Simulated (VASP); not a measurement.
Input of a VASP 6.6.1 run:

INCAR

```
SYSTEM = MnO
  PREC = Accurate
  ENCUT = 520
  EDIFF = 1E-6
  ISMEAR = 0
  SIGMA = 0.05
  LREAL = .FALSE.
  LASPH = .TRUE.
  NELM = 150
  ALGO = Normal
  ISIF = 2
  LWAVE = .FALSE.
  LCHARG = .FALSE.
  ISPIN = 2
  MAGMOM = 5 -5 0 0
  LORBIT = 11
  LMAXMIX = 4
  LDAU = .TRUE.
  LDAUTYPE = 2
  LDAUL = 2 -1
  LDAUU = 3.9 0
  LDAUJ = 0 0
  LDAUPRINT = 1
  GGA = RE
  NBANDS = 31
```

The input KPOINTS:

```
regular mesh
0
G
  12 12 6
  0 0 0
```

Contents of POSCAR:

```
MnO
1.0
    0.0000000000      2.2695972285      2.2695972285
    2.2695972285      0.0000000000      2.2695972285
    4.4801717668      4.4801717668      0.0590226902
Mn O
2 2
Direct
    0.0000000000      0.0000000000      0.0000000000
    0.0000000000      0.0000000000      0.5000000000
    0.5000000006      0.5000000006      0.2499999991
    0.4999999994      0.4999999994      0.7500000009
```

Potentials or basis: VASP PAW PBE potentials, release 64 (Mn_pv, O).

The run is started by

```bash
$ cat potpaw_PBE.64/Mn_pv/POTCAR potpaw_PBE.64/O/POTCAR > POTCAR
$ mpirun -np 1 vasp_std > vasp.out
```

(1) Estimate the band gap on the k mesh.

(2) Predict the net moment.

(3) What does it give for the site moments?

(4) What does it give for the pressure?

## Answers

(1) 1.70 eV.

(2) 0.00 μB per cell.

(3) Mn +4.59, -4.59; O +0.00 μB.

(4) 2.1 GPa.

Caveat: the PAW data sets were made with another functional, which shifts forces and pressure a little.
